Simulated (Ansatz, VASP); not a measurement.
## One calculation of Sc, two programs

The input INCAR:

```
ALGO = Normal
EDIFF = 1E-6
ENCUT = 520
GGA = PE
ISIF = 2
ISMEAR = 1
LASPH = True
LCHARG = True
LELF = True
LREAL = False
LVHAR = True
LWAVE = False
NBANDS = 18
NELM = 60
PREC = Accurate
SIGMA = 0.1
```

The input KPOINTS:

```
k-points
0
Gamma
  11 11 6
```

Contents of POSCAR:

```
Sc
1.0
    3.3193628924      0.0000000000      0.0000000000
   -1.6596814462      2.8746525892      0.0000000000
    0.0000000000      0.0000000000      5.1842605006
Sc
2
Direct
    0.3333333333      0.6666666667      0.2500000000
    0.6666666667      0.3333333333      0.7500000000
```

Input for Ansatz:

```yaml
crystal:
  lattice:
    - [3.3193628924, 0.0, 0.0]
    - [-1.6596814462, 2.8746525892, 0.0]
    - [0.0, 0.0, 5.1842605006]
  atoms:
    - { symbol: Sc, position: [0.3333333333, 0.6666666667, 0.25] }
    - { symbol: Sc, position: [0.6666666667, 0.3333333333, 0.75] }
hamiltonian:
  xc: pbe
  pseudopotentials:
    kind: paw
    azcp:
      Sc: "pseudopotentials/Sc.paw.azcp"
basis:
  ecutwfc: 420
  fft_grid_basis: typed
kpoints:
  mp_grid: { grid: [11, 11, 6], shift: [0, 0, 0] }
magnetization:
  spin_polarized: false
scf:
  occupations: { method: methfessel_paxton, width: 0.1 }
  lower_state_search: "off"
output:
  stress: true
```

Alike in both runs: task single point; functional PBE; k mesh 11 × 11 × 6; occupations methfessel-paxton of order 1, width 0.1 eV; no spin polarisation.

```csv
,VASP,Ansatz
version,VASP 6.6.1,Ansatz 0.2.0
potentials or method,"VASP PAW PBE potentials, release 64 (Sc_sv), cutoff 520 eV","plane waves (420 eV) with PAW, scalar-relativistic"
valence electrons in the cell,22,22
```

Ansatz gave:

```
pressure (GPa)                                                : -0.3
traceless stress, the component that is largest in VASP (GPa) : -0.25
```

Task: What did VASP give for the same quantities?

Result: Pressure (GPa): -0.3; traceless stress, the component that is largest in VASP (GPa): -0.24.

With one functional, cell and mesh, what is left measures potentials, basis and numerics.
